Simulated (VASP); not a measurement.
Crystal: Mg4Ge3N.

```
CELL_PARAMETERS angstrom
3.23104 0.00000 0.00000
-1.61552 2.79817 0.00000
0.00000 0.00000 15.60017
ATOMIC_POSITIONS crystal
Mg 0.66667 0.33333 0.93386
Mg 0.33333 0.66667 0.06614
Mg 0.66667 0.33333 0.63933
Mg 0.33333 0.66667 0.36067
Ge 0.00000 0.00000 0.50000
Ge 0.66667 0.33333 0.22233
Ge 0.33333 0.66667 0.77767
N 0.00000 0.00000 0.00000
```

| Property | Result |
| --- | --- |
| Program | VASP 6.6.1 |
| Task | relaxation of cell and atoms |
| Functional | PBE |
| Potentials or basis | VASP PAW PBE potentials, release 64 (Mg, Ge_d, N) |
| Cutoff | 600 eV |
| k mesh | 12 × 12 × 2 |
| Occupations | gaussian, width 0.1 eV |
| Spin | no spin polarisation |

At the start: pressure -0.7 GPa; volume 17.63 Å³/atom.

**Question.** How do energy, volume and symmetry change on relaxing?

**Answer.** Over 14 steps the energy falls by 2.7 meV/atom and the volume is 17.43 Å³/atom (-1.2 %); space group P-3m1 (No. 164, to 0.1 Å) before and after.

Step by step:
| step | energy change (eV) | largest force (eV/Å) | pressure (GPa) | volume (Å³) |
| --- | --- | --- | --- | --- |
| 1 | 0.0000 | 0.0506 | -0.73 | 141.04 |
| 2 | -0.0167 | 0.0752 | 0.05 | 139.41 |
| 3 | -0.0175 | 0.0832 | 0.31 | 138.92 |
| 4 | -0.0191 | 0.0721 | 0.02 | 139.46 |
| 5 | -0.0193 | 0.0689 | -0.04 | 139.62 |
| 6 | -0.0193 | 0.0678 | -0.16 | 139.69 |
| 7 | -0.0193 | 0.0687 | 0.02 | 139.65 |
| 8 | -0.0193 | 0.0683 | -0.12 | 139.67 |
| 9 | -0.0202 | 0.0424 | -0.04 | 139.66 |
| 10 | -0.0209 | 0.0541 | 0.00 | 139.63 |
| 11 | -0.0215 | 0.0318 | -0.02 | 139.63 |
| 12 | -0.0216 | 0.0178 | -0.04 | 139.63 |
| 13 | -0.0216 | 0.0135 | -0.05 | 139.62 |
| 14 | -0.0217 | 0.0046 | -0.05 | 139.42 |

Final structure:
```yaml
crystal:
  lattice:
    - [3.19604, 0.00000, 0.00000]
    - [-1.59802, 2.76785, 0.00000]
    - [0.00000, 0.00000, 15.76014]
  atoms:
    - { symbol: Mg, position: [0.66667, 0.33333, 0.93424] }
    - { symbol: Mg, position: [0.33333, 0.66667, 0.06576] }
    - { symbol: Mg, position: [0.66667, 0.33333, 0.64141] }
    - { symbol: Mg, position: [0.33333, 0.66667, 0.35859] }
    - { symbol: Ge, position: [0.00000, 0.00000, 0.50000] }
    - { symbol: Ge, position: [0.66667, 0.33333, 0.22073] }
    - { symbol: Ge, position: [0.33333, 0.66667, 0.77927] }
    - { symbol: N, position: [0.00000, 0.00000, 0.00000] }
```

Caveat: an odd number of electrons without spin polarisation forces a metal; a magnetic or distorted state may lie lower.
